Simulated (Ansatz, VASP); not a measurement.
**Ge3P4: VASP beside Ansatz**

```
Ge P
1.0
     9.93693    0.00000    0.00000
    -4.96846    8.60563    0.00000
     0.00000    0.00000    3.93882
Ge P
6 8
Direct
  0.82216 0.21487 0.75000
  0.60728 0.82216 0.25000
  0.21487 0.39272 0.25000
  0.78513 0.60728 0.75000
  0.39272 0.17784 0.75000
  0.17784 0.78513 0.25000
  0.66667 0.33333 0.75000
  0.33333 0.66667 0.25000
  0.60533 0.95811 0.75000
  0.64722 0.60533 0.25000
  0.95811 0.35278 0.25000
  0.04189 0.64722 0.75000
  0.39467 0.04189 0.25000
  0.35278 0.39467 0.75000
```

Alike in both runs: task relaxation of cell and atoms; functional PBE; k mesh 6 × 6 × 10; occupations gaussian, width 0.1 eV; no spin polarisation.

```csv
,VASP,Ansatz
version,VASP 6.6.1,Ansatz 0.2.0
potentials or method,"VASP PAW PBE potentials, release 64 (Ge_d, P), cutoff 500 eV","scalar-relativistic, plane waves, PAW"
valence electrons in the cell,124,124
```

```tsv
	VASP	Ansatz	Ansatz less VASP
gap on the k mesh at the Fermi level, each at its own relaxed structure (eV)	none	none	-
relaxed volume (Å³/atom)	24.12	24.18	+0.059
relaxed cell length with the largest relative difference (Å)	3.870	3.874	+0.0039
```

A gap of «none» marks a metal or a gap that the smearing closes. Ansatz's warnings: xc potential rough in thin density.
